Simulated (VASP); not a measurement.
# Sb in VASP: notebook

Sb is run at these levels: PBEsol, PBE-based screened hybrid, HSE06; tasks: single point.

Everything below comes from runs of VASP 6.6.1. Logs are shortened: lines on timing, memory, paths and dates and some standing lists are left out, and cuts for length are marked.

**1. The cell of the first run**

It takes space group I4/mmm (No. 139, tetragonal). Conventional cell: a = 3.288 Å, b = 3.288 Å, c = 4.932 Å, α = 90.00°, β = 90.00°, γ = 90.00°. Within 4.3 Å of Sb (site symmetry 4/mmm) lie 12 Sb at 3.29 to 3.39 Å.

**2. Single point, PBEsol**

Contents of INCAR:

```
PREC = Accurate ; ENCUT = 500
EDIFF = 1E-6 ; ISMEAR = -1
SIGMA = 0.05 ; LREAL = F
LASPH = T ; NELM = 120
ALGO = Normal ; ISIF = 2
LWAVE = F ; LCHARG = F
GGA = PS ; NBANDS = 8
GGA_COMPAT = F
```

Contents of KPOINTS:

```
Automatic mesh
0
Gamma
  10 10 10
```

Contents of POSCAR:

```
Sb
1.0
    0.0000000000      2.3251945941      2.4660922225
    2.3251945941      0.0000000000      2.4660922225
    2.3251945941      2.3251945941      0.0000000000
Sb
1
Direct
    0.0000000000      0.0000000000      0.0000000000
```

Potentials or basis: VASP PAW PBE potentials, release 64 (Sb).

Run with:

```console
> cat potpaw_PBE.64/Sb/POTCAR > POTCAR
> mpirun -np 1 vasp_std > vasp.out
```

OUTCAR:

```text
PREC = Accurate
   ENCUT = 500
   EDIFF = 1E-6
   ISMEAR = -1
   LREAL = F
   LASPH = T
   NELM = 120
   ISIF = 2
   GGA = PS

 ion  position               nearest neighbor table
   1  0.000  0.000  0.000-

  LATTYP: Found a body centered tetragonal cell.
 ALAT       =     3.2883217301
 C/A-ratio  =     1.4999093306

  Lattice vectors:

 A1 = (  -2.3251945941,   0.0000000000,   2.4660922225)
 A2 = (   2.3251945941,   0.0000000000,   2.4660922225)
 A3 = (   0.0000000000,   2.3251945941,  -2.4660922225)

Analysis of symmetry for initial positions (statically):
=====================================================================
 Subroutine PRICEL returns:
 Original cell was already a primitive cell.

 Routine SETGRP: Setting up the symmetry group for a
 body centered tetragonal supercell.

 Subroutine GETGRP returns: Found 16 space group operations
 (whereof 16 operations were pure point group operations)
 out of a pool of 16 trial point group operations.

The static configuration has the point symmetry D_4h.

Analysis of symmetry for dynamics (positions and initial velocities):
=====================================================================
 Subroutine PRICEL returns:
 Original cell was already a primitive cell.

 Routine SETGRP: Setting up the symmetry group for a
 body centered tetragonal supercell.

 Subroutine GETGRP returns: Found 16 space group operations
 (whereof 16 operations were pure point group operations)
 out of a pool of 16 trial point group operations.

The dynamic configuration has the point symmetry D_4h.

 Subroutine INISYM returns: Found 16 space group operations
 (whereof 16 operations are pure point group operations),
 and found     1 'primitive' translations

----------------------------------------------------------------------------------------

                                     Primitive cell

  volume of cell :      26.6660

  direct lattice vectors                    reciprocal lattice vectors
     0.000000000  2.325194594  2.466092222    -0.215035766  0.215035766  0.202749920
     2.325194594  0.000000000  2.466092222     0.215035766 -0.215035766  0.202749920
     2.325194594  2.325194594  0.000000000     0.215035766  0.215035766 -0.202749920

  length of vectors
     3.389415990  3.389415990  3.288321730     0.365497320  0.365497320  0.365497320

  position of ions in fractional coordinates (direct lattice)
     0.000000000  0.000000000  0.000000000

  ion indices of the primitive-cell ions
   primitive index   ion index
                 1           1

----------------------------------------------------------------------------------------

 KPOINTS: Automatic mesh

Automatic generation of k-mesh.
 Grid dimensions read from file:
 generate k-points for:   10   10   10

 Generating k-lattice:

  Cartesian coordinates                     Fractional coordinates (reciprocal lattice)
    -0.021503577  0.021503577  0.020274992     0.100000000  0.000000000  0.000000000
     0.021503577 -0.021503577  0.020274992     0.000000000  0.100000000  0.000000000
     0.021503577  0.021503577 -0.020274992    -0.000000000 -0.000000000  0.100000000

  Length of vectors
     0.036549732  0.036549732  0.036549732

  Shift w.r.t. Gamma in fractional coordinates (k-lattice)
     0.000000000  0.000000000  0.000000000

 Subroutine IBZKPT returns following result:
 ===========================================

 Found    102 irreducible k-points:

 Following reciprocal coordinates:
            Coordinates               Weight
  0.000000  0.000000  0.000000      1.000000
  0.100000  0.000000  0.000000      8.000000
  0.200000  0.000000  0.000000      8.000000
  0.300000  0.000000  0.000000      8.000000
  0.400000  0.000000  0.000000      8.000000
  0.500000  0.000000  0.000000      4.000000
[... 16 lines left out ...]
  0.300000  0.300000  0.000000      2.000000
  0.400000  0.300000  0.000000      8.000000
 [... further k-points ...]
   k-points           NKPTS =    102   k-points in BZ     NKDIM =    102   number of bands    NBANDS=      8
   number of dos      NEDOS =    301   number of ions     NIONS =      1
   total plane-waves  NPLWV =  18816
   dimension x,y,z NGX =    28 NGY =   28 NGZ =   24
   dimension x,y,z NGXF=    56 NGYF=   56 NGZF=   48
   ions per type =               1
   NGX,Y,Z   is equivalent  to a cutoff of  13.73, 13.73, 12.13 a.u.
   NGXF,Y,Z  is equivalent  to a cutoff of  27.47, 27.47, 24.27 a.u.
 SYSTEM =  unknown system
   PREC   = accura    normal or accurate (medium, high low for compatibility)
   ISTART =      0    job   : 0-new  1-cont  2-samecut
   ICHARG =      2    charge: 1-file 2-atom 10-const
   ISPIN  =      1    spin polarized calculation?
   LNONCOLLINEAR =      F non collinear calculations
   LSORBIT =      F    spin-orbit coupling
   LASPH  =      T    aspherical Exc in radial PAW
   ENCUT  =  500.0 eV  36.75 Ry    6.06 a.u.   6.18  6.18  6.00*2*pi/ulx,y,z
   NELM   =    120;   NELMIN=  2; NELMDL= -5     # of ELM steps
   EDIFF  = 0.1E-05   stopping-criterion for ELM
   LREAL  =      F    real-space projection
   EDIFFG = 0.1E-04   stopping-criterion for IOM
   NSW    =      0    number of steps for IOM
   IBRION =     -1    ionic relax: 0-MD 1-quasi-New 2-CG
   NFREE  =      0    steps in history (QN), initial steepest desc. (CG)
   ISIF   =      2    stress and relaxation
   ISYM   =      2    0-nonsym 1-usesym 2-fastsym
   POTIM  = 0.5000    time-step for ionic-motion
   TEBEG  =    0.0;   TEEND  =   0.0 temperature during run
   PSTRESS=    0.0 pullay stress
   NELECT =       5.0000    total number of electrons
   NUPDOWN=      -1.0000    fix difference up-down
   EMIN   =  10.00;   EMAX   =-10.00  energy-range for DOS
   EFERMI =   0.00;   METHOD = LEGACY
   ISMEAR =    -1;   SIGMA  =   0.05  broadening in eV -4-tet -1-fermi 0-gaus
   EFERMI_NEDOS =   21; number of points for ismear=-14 and -15
   IALGO  =     38    algorithm
   IMIX   =      4    mixing-type and parameters
     AMIX     =   0.40;   BMIX     =  1.00
     AMIX_MAG =   1.60;   BMIX_MAG =  1.00
  volume/ion in A,a.u.               =      26.67       179.95
  Fermi-wavevector in a.u.,A,eV,Ry     =   0.937013  1.770697 11.945820  0.877993
  Thomas-Fermi vector in A             =   2.064081
   LORBIT       =      0    0 simple, 1 ext, 2 COOP (PROOUT), +10 PAW based schemes
   GGA     = PS    functional components
   LHFCALC =     F    Hartree Fock is set to
   AEXX    =    0.0000 exact exchange contribution
   IVDW    =     0    specifies the selected vdW correction
   LEPSILON=     F    determine dielectric tensor
   LRPA    =     F    only Hartree local field effects (RPA)
 non-spin polarized calculation
  energy-cutoff  :      500.00
  volume of cell :       26.67
 maximum number of plane-waves:       694
 NGX is ok and might be reduce to    28
   NGX = 13   NGY = 13   NGZ = 11

 number of electron       5.0000000 magnetization

 Free energy of the ion-electron system (eV)
  ---------------------------------------------------
  ext. energy  EPLUGINS =         0.00000000
  ---------------------------------------------------
  free energy    TOTEN  =        -4.29921339 eV

  energy without entropy =       -4.29322092  energy(sigma->0) =       -4.29621716

 E-fermi :   8.4909     XC(G=0): -10.3752

 val. band max:        8.4826867547   @ k =  -0.4000   0.1000   0.4000
 cond. band min:       8.4985651271   @ k =  -0.4000   0.2000   0.4000
 fundamental gap:      0.0158783724
 Fermi energy:         8.4909434802

 k-point     1 :       0.0000    0.0000    0.0000
  band No.  band energies     occupation
      1      -4.5109      2.00000
      2      13.8719      0.00000
      3      13.8957      0.00000
      4      13.8957      0.00000
      5      18.3043      0.00000
      6      18.6844      0.00000
      7      18.6844      0.00000
      8      18.7939      0.00000

 k-point     2 :       0.1000    0.0000    0.0000
  band No.  band energies     occupation
      1      -4.3109      2.00000
      2      12.1736      0.00000
      3      13.5495      0.00000
      4      13.7117      0.00000
      5      17.4745      0.00000
      6      18.8069      0.00000
      7      19.0766      0.00000
      8      20.5897      0.00000

 k-point     3 :       0.2000    0.0000    0.0000
  band No.  band energies     occupation
      1      -3.7155      2.00000
      2       9.1880      0.00000
      3      12.8760      0.00000
      4      13.3282      0.00000
      5      16.9113      0.00000
      6      18.6611      0.00000
      7      19.6826      0.00000
      8      20.7280      0.00000

 k-point     4 :       0.3000    0.0000    0.0000
  band No.  band energies     occupation
      1      -2.7485      2.00000
      2       6.2888      2.00000
      3      12.2381      0.00000
      4      12.9736      0.00000
      5      16.5858      0.00000
      6      17.9245      0.00000
      7      19.0589      0.00000
      8      19.8109      0.00000

 k-point     5 :       0.4000    0.0000    0.0000
  band No.  band energies     occupation
      1      -1.5182      2.00000
      2       3.8501      2.00000
      3      11.8083      0.00000
      4      12.7474      0.00000
      5      16.3909      0.00000
      6      17.6134      0.00000
      7      18.3738      0.00000
      8      18.7543      0.00000

 k-point     6 :       0.5000    0.0000    0.0000
  band No.  band energies     occupation
      1      -0.6947      2.00000
      2       2.6176      2.00000
      3      11.6581      0.00000
      4      12.6717      0.00000
      5      16.3094      0.00000
      6      17.6793      0.00000
      7      18.1256      0.00000
      8      18.2381      0.00000

 k-point     7 :       0.1000    0.1000    0.0000
  band No.  band energies     occupation
      1      -4.2650      2.00000
      2      12.7790      0.00000
      3      13.0633      0.00000
      4      13.0633      0.00000
      5      16.7000      0.00000
      6      18.7749      0.00000
      7      19.7839      0.00000
      8      19.7839      0.00000

 k-point     8 :       0.2000    0.1000    0.0000
  band No.  band energies     occupation
      1      -3.8216      2.00000
      2      10.3541      0.00000
      3      12.4455      0.00000
      4      12.6068      0.00000
      5      16.5973      0.00000
      6      17.7968      0.00000
      7      19.6633      0.00000
      8      20.7537      0.00000

 k-point     9 :       0.3000    0.1000    0.0000
  band No.  band energies     occupation
      1      -2.9951      2.00000
      2       7.4665      2.00000
      3      11.7231      0.00000
      4      12.0476      0.00000
      5      16.2480      0.00000
      6      18.0278      0.00000
      7      20.1660      0.00000
      8      20.6039      0.00000

 k-point    10 :       0.4000    0.1000    0.0000
  band No.  band energies     occupation
      1      -1.8459      2.00000
      2       4.8576      2.00000
      3      10.8908      0.00000
      4      11.9418      0.00000
      5      16.0167      0.00000
      6      17.9800      0.00000
      7      19.6593      0.00000
      8      20.7531      0.00000
[... 78 lines left out ...]
 k-point    18 :       0.4000    0.2000    0.0000
  band No.  band energies     occupation
      1      -1.8305      2.00000
      2       6.0690      2.00000
      3       9.1327      0.00001
      4      10.9245      0.00000
      5      14.8088      0.00000
      6      18.2590      0.00000
      7      21.5633      0.00000
      8      21.6638      0.00000

 k-point    19 :       0.5000    0.2000    0.0000
  band No.  band energies     occupation
      1      -0.6369      2.00000
      2       4.0224      2.00000
      3       8.1762      1.99632
      4      11.1169      0.00000
      5      14.9248      0.00000
      6      20.0669      0.00000
      7      20.7650      0.00000
      8      21.8433      0.00000

 k-point    20 :      -0.4000    0.2000    0.0000
  band No.  band energies     occupation
      1      -0.1965      2.00000
      2       3.4096      2.00000
      3       7.6517      2.00000
      4      11.6638      0.00000
      5      15.4178      0.00000
      6      20.1231      0.00000
      7      20.1239      0.00000
      8      22.7274      0.00000

 k-point    21 :      -0.3000    0.2000    0.0000
  band No.  band energies     occupation
      1      -1.1919      2.00000
      2       4.9283      2.00000
      3       7.6093      2.00000
      4      12.4867      0.00000
      5      16.2788      0.00000
      6      19.7736      0.00000
      7      19.7890      0.00000
      8      21.7891      0.00000

 k-point    22 :      -0.2000    0.2000    0.0000
  band No.  band energies     occupation
      1      -2.3472      2.00000
      2       6.9260      2.00000
      3       8.4011      1.71541
      4      13.3684      0.00000
      5      17.4911      0.00000
      6      19.0901      0.00000
      7      19.6607      0.00000
      8      20.2650      0.00000

 k-point    23 :       0.3000    0.3000    0.0000
  band No.  band energies     occupation
      1      -2.3314      2.00000
      2       7.5555      2.00000
      3      10.4271      0.00000
      4      10.4271      0.00000
      5      14.2876      0.00000
      6      14.3934      0.00000
      7      24.1694      0.00000
      8      24.1694      0.00000

 k-point    24 :       0.4000    0.3000    0.0000
  band No.  band energies     occupation
      1      -1.4563      2.00000
      2       6.0983      2.00000
      3       8.8958      0.00061
      4      10.1127      0.00000
      5      14.0024      0.00000
      6      15.3731      0.00000
      7      23.8768      0.00000
      8      24.2536      0.00000

 [... further k-points ...]
[... 5 lines left out ...]
  --------------------------------------------------------------------------------------
  -------------------------------------------------------------------------------------
  Total       -0.1792463     -0.1792463     -0.1611558      0.0000000     -0.0000000     -0.0000000
  in kB      -10.7696826    -10.7696826     -9.6827473      0.0000000     -0.0000000     -0.0000000
  external PRESSURE =     -10.4073708 kB  Pullay stress =       0.0000000 kB

 VOLUME and BASIS-vectors are now :
 -----------------------------------------------------------------------------
  energy-cutoff  :      500.00
  volume of cell :       26.67
      direct lattice vectors                 reciprocal lattice vectors
     0.000000000  2.325194594  2.466092222    -0.215035766  0.215035766  0.202749920
     2.325194594  0.000000000  2.466092222     0.215035766 -0.215035766  0.202749920
     2.325194594  2.325194594  0.000000000     0.215035766  0.215035766 -0.202749920

 POSITION                                       TOTAL-FORCE (eV/Angst)
 -----------------------------------------------------------------------------------
      0.00000      0.00000      0.00000        -0.000000      0.000000      0.000000
 -----------------------------------------------------------------------------------
    total drift:                                0.000000      0.000000      0.000000

  FREE ENERGIE OF THE ION-ELECTRON SYSTEM (eV)
  ---------------------------------------------------
  free  energy   TOTEN  =        -4.2992133909 eV

  energy  without entropy=       -4.2932209215  energy(sigma->0) =       -4.29621716
```

It took 12 s on 1 thread of Intel Xeon Platinum 8375C at 2.90GHz (Ice Lake), shared host; peak memory 0.15 GiB.

What came out:

```yaml
Free_energy: -4.2992 eV
Pressure: -1.0 GPa
```

Stress tensor (GPa, compression positive):
```
-1.08  0.00  0.00
 0.00 -1.08  0.00
 0.00  0.00 -0.97
```

Levels at points of the mesh, in eV from the Fermi level:
| k point | band 1 | band 2 | band 3 | band 4 | band 5 | band 6 |
| --- | --- | --- | --- | --- | --- | --- |
| (0.00, 0.00, 0.00) | -13.00 | 5.38 | 5.40 | 5.40 | 9.81 | 10.19 |
| (0.50, 0.00, 0.00) | -9.19 | -5.87 | 3.17 | 4.18 | 7.82 | 9.19 |
| (0.50, 0.50, 0.00) | -8.06 | -5.25 | 0.90 | 0.90 | 4.69 | 5.00 |
| (0.50, 0.00, 0.50) | -7.28 | -4.81 | -0.06 | 0.39 | 3.91 | 4.48 |

Caveat: the PAW data sets were made with another functional, which shifts forces and pressure a little; spin-orbit coupling is left out, which moves the levels of the heavy elements.

[end of part 1 of 2]
